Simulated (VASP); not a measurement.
# Hg3P2 (P-3m1) in VASP: a series of runs, part 2 of 2

VASP 6.6.1.

### Step 3. Relaxation of cell and atoms, PBE

This run uses another cell than the first one, of 21.45 Å³/atom, 0.943 times its volume.

Input file INCAR:

```
  PREC = Accurate
  ENCUT = 600
  EDIFF = 1E-6
  ISMEAR = 0
  SIGMA = 0.1
  LREAL = F
  LASPH = T
  NELM = 80
  ALGO = Normal
  ISIF = 3
  LWAVE = F
  LCHARG = F
  GGA = PE
  IBRION = 2
  NSW = 90
  EDIFFG = -0.04
```

Input file KPOINTS:

```
regular mesh
0
Gamma
  6 6 4
```

Input file POSCAR:

```
Hg3P2
1.0
    4.3015487175      0.0000000000      0.0000000000
   -2.1507743588      3.7252504650      0.0000000000
    0.0000000000      0.0000000000      6.6925110757
Hg P
3 2
Direct
    0.0000000000      0.0000000000      0.0000000000
    0.3333333333      0.6666666667      0.6450000000
    0.6666666667      0.3333333333      0.3550000000
    0.3333333333      0.6666666667      0.2450000000
    0.6666666667      0.3333333333      0.7550000000
```

Potentials or basis: VASP PAW PBE potentials, release 64 (Hg, P).

Started as:

```bash
cat potpaw_PBE.64/Hg/POTCAR potpaw_PBE.64/P/POTCAR > POTCAR
mpirun -np 1 vasp_std > vasp.out
```

OUTCAR:

```text
PREC = Accurate
   ENCUT = 600
   EDIFF = 1E-6
   ISMEAR = 0
   LREAL = F
   LASPH = T
   NELM = 80
   ISIF = 3
   GGA = PE
   IBRION = 2
   NSW = 90
   EDIFFG = -0.04

 ion  position               nearest neighbor table
   1  0.000  0.000  0.000-   4 2.98   5 2.98   5 2.98   4 2.98   5 2.98   4 2.98   2 3.44   3 3.44
                             2 3.44   3 3.44   3 3.44   2 3.44
   2  0.333  0.667  0.645-   5 2.59   5 2.59   5 2.59   4 2.68   3 3.15   3 3.15   3 3.15   1 3.44
                             1 3.44   1 3.44
   3  0.667  0.333  0.355-   4 2.59   4 2.59   4 2.59   5 2.68   2 3.15   2 3.15   2 3.15   1 3.44
                             1 3.44   1 3.44
   4  0.333  0.667  0.245-   3 2.59   3 2.59   3 2.59   2 2.68   1 2.98   1 2.98   1 2.98
   5  0.667  0.333  0.755-   2 2.59   2 2.59   2 2.59   3 2.68   1 2.98   1 2.98   1 2.98

  LATTYP: Found a hexagonal cell.
 ALAT       =     4.3015487175
 C/A-ratio  =     1.5558375635

  Lattice vectors:

 A1 = (   4.3015487175,   0.0000000000,   0.0000000000)
 A2 = (  -2.1507743588,   3.7252504650,   0.0000000000)
 A3 = (   0.0000000000,   0.0000000000,   6.6925110757)

Analysis of symmetry for initial positions (statically):
=====================================================================
 Subroutine PRICEL returns:
 Original cell was already a primitive cell.

 Routine SETGRP: Setting up the symmetry group for a
 hexagonal supercell.

 Subroutine GETGRP returns: Found 12 space group operations
 (whereof 12 operations were pure point group operations)
 out of a pool of 24 trial point group operations.

The static configuration has the point symmetry D_3d.

Analysis of symmetry for dynamics (positions and initial velocities):
=====================================================================
 Subroutine PRICEL returns:
 Original cell was already a primitive cell.

 Routine SETGRP: Setting up the symmetry group for a
 hexagonal supercell.

 Subroutine GETGRP returns: Found 12 space group operations
 (whereof 12 operations were pure point group operations)
 out of a pool of 24 trial point group operations.

The dynamic configuration has the point symmetry D_3d.

 Subroutine INISYM returns: Found 12 space group operations
 (whereof 12 operations are pure point group operations),
 and found     1 'primitive' translations

----------------------------------------------------------------------------------------

                                     Primitive cell

  volume of cell :     107.2431

  direct lattice vectors                    reciprocal lattice vectors
     4.301548718  0.000000000  0.000000000     0.232474410  0.134219163  0.000000000
    -2.150774359  3.725250465  0.000000000     0.000000000  0.268438326  0.000000000
     0.000000000  0.000000000  6.692511076     0.000000000  0.000000000  0.149420746

  length of vectors
     4.301548718  4.301548718  6.692511076     0.268438326  0.268438326  0.149420746

  position of ions in fractional coordinates (direct lattice)
     0.000000000  0.000000000  0.000000000
     0.333333333  0.666666667  0.645000000
     0.666666667  0.333333333  0.355000000
     0.333333333  0.666666667  0.245000000
     0.666666667  0.333333333  0.755000000

  ion indices of the primitive-cell ions
   primitive index   ion index
                 1           1
                 2           2
                 3           3
                 4           4
                 5           5

[... 62 lines left out ...]
   ISTART =      0    job   : 0-new  1-cont  2-samecut
   ICHARG =      2    charge: 1-file 2-atom 10-const
   ISPIN  =      1    spin polarized calculation?
   LNONCOLLINEAR =      F non collinear calculations
   LSORBIT =      F    spin-orbit coupling
   LASPH  =      T    aspherical Exc in radial PAW
   ENCUT  =  600.0 eV  44.10 Ry    6.64 a.u.   8.59  8.59 13.37*2*pi/ulx,y,z
   NELM   =     80;   NELMIN=  2; NELMDL= -5     # of ELM steps
   EDIFF  = 0.1E-05   stopping-criterion for ELM
   LREAL  =      F    real-space projection
   EDIFFG = -.4E-01   stopping-criterion for IOM
   NSW    =     90    number of steps for IOM
   IBRION =      2    ionic relax: 0-MD 1-quasi-New 2-CG
   NFREE  =      1    steps in history (QN), initial steepest desc. (CG)
   ISIF   =      3    stress and relaxation
   ISYM   =      2    0-nonsym 1-usesym 2-fastsym
   POTIM  = 0.5000    time-step for ionic-motion
   TEBEG  =    0.0;   TEEND  =   0.0 temperature during run
   PSTRESS=    0.0 pullay stress
   NELECT =      46.0000    total number of electrons
   NUPDOWN=      -1.0000    fix difference up-down
   EMIN   =  10.00;   EMAX   =-10.00  energy-range for DOS
   EFERMI =   0.00;   METHOD = LEGACY
   ISMEAR =     0;   SIGMA  =   0.10  broadening in eV -4-tet -1-fermi 0-gaus
   EFERMI_NEDOS =   21; number of points for ismear=-14 and -15
   IALGO  =     38    algorithm
   IMIX   =      4    mixing-type and parameters
     AMIX     =   0.40;   BMIX     =  1.00
     AMIX_MAG =   1.60;   BMIX_MAG =  1.00
  volume/ion in A,a.u.               =      21.45       144.74
  Fermi-wavevector in a.u.,A,eV,Ry     =   1.234632  2.333117 20.739591  1.524317
  Thomas-Fermi vector in A             =   2.369314
   LORBIT       =      0    0 simple, 1 ext, 2 COOP (PROOUT), +10 PAW based schemes
   GGA     = PE    functional components
   LHFCALC =     F    Hartree Fock is set to
   AEXX    =    0.0000 exact exchange contribution
   IVDW    =     0    specifies the selected vdW correction
   LEPSILON=     F    determine dielectric tensor
   LRPA    =     F    only Hartree local field effects (RPA)
 conjugate gradient relaxation of ions
 non-spin polarized calculation
 Gauss-broadening in eV      SIGMA  =   0.10
  energy-cutoff  :      600.00
  volume of cell :      107.24
 maximum number of plane-waves:      3609
 NGX is ok and might be reduce to    36
   NGX = 17   NGY = 17   NGZ = 27

--------------------------------------- Ionic step        1  -------------------------------------------

 number of electron      46.0000001 magnetization

 Free energy of the ion-electron system (eV)
  ---------------------------------------------------
  ext. energy  EPLUGINS =         0.00000000
  ---------------------------------------------------
  free energy    TOTEN  =        -9.05335999 eV

  energy without entropy =       -9.05056487  energy(sigma->0) =       -9.05196243

------------------------ aborting loop because EDIFF is reached ----------------------------------------

  FORCE on cell =-STRESS in cart. coord.  units (eV):
  Direction    XX          YY          ZZ          XY          YZ          ZX
  --------------------------------------------------------------------------------------
  -------------------------------------------------------------------------------------
  Total        3.2017939      3.2017939      7.0498113     -0.0000000      0.0000000     -0.0000000
  in kB       47.8337610     47.8337610    105.3218927     -0.0000000      0.0000000     -0.0000000
  external PRESSURE =      66.9964716 kB  Pullay stress =       0.0000000 kB
[... 26 lines left out ...]
--------------------------------------- Ionic step        2  -------------------------------------------

 number of electron      46.0000000 magnetization

 E-fermi :   2.7240     XC(G=0):  -9.9179

 val. band max:        2.6813697661   @ k =   0.1667   0.0000   0.5000
 cond. band min:       2.7680998561   @ k =   0.5000   0.0000   0.0000
 fundamental gap:      0.0867300900
 Fermi energy:         2.7240373776

 k-point     1 :       0.0000    0.0000    0.0000
  band No.  band energies     occupation
      1      -8.4108      2.00000
      2      -7.5483      2.00000
      3      -4.4478      2.00000
      4      -4.4478      2.00000
      5      -4.4084      2.00000
      6      -4.4084      2.00000
[... 780 lines left out ...]
  FREE ENERGIE OF THE ION-ELECTRON SYSTEM (eV)
  ---------------------------------------------------
  free  energy   TOTEN  =        -9.3309841256 eV

  energy  without entropy=       -9.3252001326  energy(sigma->0) =       -9.32809213

[... ionic steps 4 to 11 ...]

--------------------------------------- Ionic step       12  -------------------------------------------

 number of electron      46.0000002 magnetization

------------------------ aborting loop because EDIFF is reached ----------------------------------------
[... 73 lines left out ...]
--------------------------------------- Ionic step       14  -------------------------------------------

 number of electron      46.0000004 magnetization

 Free energy of the ion-electron system (eV)
  ---------------------------------------------------
  ext. energy  EPLUGINS =         0.00000000
  ---------------------------------------------------
  free energy    TOTEN  =        -9.46350706 eV

  energy without entropy =       -9.45544522  energy(sigma->0) =       -9.45947614

 E-fermi :   3.4102     XC(G=0): -10.2751

 val. band max:        3.3879348118   @ k =   0.5000   0.0000   0.0000
 cond. band min:       3.4524913953   @ k =   0.0000   0.0000   0.0000
 fundamental gap:      0.0645565834
 Fermi energy:         3.4101638175

 k-point     1 :       0.0000    0.0000    0.0000
  band No.  band energies     occupation
      1      -8.1995      2.00000
      2      -7.1962      2.00000
      3      -4.0663      2.00000
      4      -4.0663      2.00000
      5      -4.0036      2.00000
      6      -4.0036      2.00000
[... 741 lines left out ...]
  FREE ENERGIE OF THE ION-ELECTRON SYSTEM (eV)
  ---------------------------------------------------
  free  energy   TOTEN  =        -9.4635070626 eV

  energy  without entropy=       -9.4554452191  energy(sigma->0) =       -9.45947614

 reached required accuracy - stopping structural energy minimisation
```

Run time: 8.3 min. Hardware: 1 thread of Intel Xeon Platinum 8375C at 2.90GHz (Ice Lake), shared host; peak memory 0.3 GiB.

What came out:

* Free energy: -9.4635 eV
* Relaxed volume: 22.75 Å³/atom
* Relaxed cell: a = 4.204 Å, b = 4.204 Å, c = 7.432 Å, α = 90.00°, β = 90.00°, γ = 120.00°
* Space group after relaxing (to 0.05 Å): P-3m1 (No. 164)
* Energy gained by relaxing: 82.0 meV/atom
* Ionic steps: 14
* Pressure after relaxing: 0.2 GPa
* Largest force after relaxing: 0.027 eV/Å
* Band gap on the k mesh: zero (band 23 reaches 3.94 eV, above the bottom of band 24 at 2.53 eV)

Forces on the atoms (eV/Å):
```
Hg   0.000  0.000  0.000
Hg   0.000  0.000  0.003
Hg   0.000  0.000 -0.003
P    0.000  0.000  0.027
P    0.000  0.000 -0.027
```

Stress tensor (GPa, compression positive):
```
0.23 0.00 0.00
0.00 0.23 0.00
0.00 0.00 0.12
```

The path:
```tsv
step	energy change (eV)	largest force (eV/Å)	pressure (GPa)	volume (Å³)
1	0.0000	0.9025	6.70	107.24
2	-0.2628	0.0799	-2.15	121.72
3	-0.2776	0.2000	-0.82	118.60
4	-0.3247	0.1961	-0.40	117.65
5	-0.3682	0.2515	1.46	114.51
6	-0.3720	0.2388	0.97	115.20
7	-0.3876	0.1112	-0.47	117.83
8	-0.3877	0.1182	-0.38	117.68
9	-0.3939	0.1015	-0.25	117.05
10	-0.4030	0.0744	0.11	115.37
11	-0.4034	0.0646	0.23	114.90
12	-0.4078	0.0362	-0.34	115.29
13	-0.4078	0.0401	-0.37	115.31
14	-0.4101	0.0268	0.20	113.76
```

Final structure:
```
Hg P
1.0
     4.20394    0.00000    0.00000
    -2.10197    3.64072    0.00000
     0.00000    0.00000    7.43236
Hg P
3 2
Direct
  0.00000 0.00000 0.00000
  0.33333 0.66667 0.63449
  0.66667 0.33333 0.36551
  0.33333 0.66667 0.21819
  0.66667 0.33333 0.78181
```

Levels at points of the mesh, in eV from the Fermi level:
```
           k point  band 20  band 21  band 22  band 23  band 24  band 25  band 26  band 27
(0.00, 0.00, 0.00)    -1.01     0.04     0.04     0.21     0.21     1.22     3.70     4.64
(0.50, 0.00, 0.00)    -3.37    -2.60    -2.04    -0.11    -0.02     1.15     3.72     4.16
(0.00, 0.00, 0.50)    -0.17    -0.17     0.26     0.53     0.53     1.52     2.83     3.51
(0.50, 0.00, 0.50)    -2.41    -1.53    -1.26    -1.05    -0.88     1.08     2.30     3.35
```

Caveat: spin-orbit coupling is left out, which moves the levels of the heavy elements.
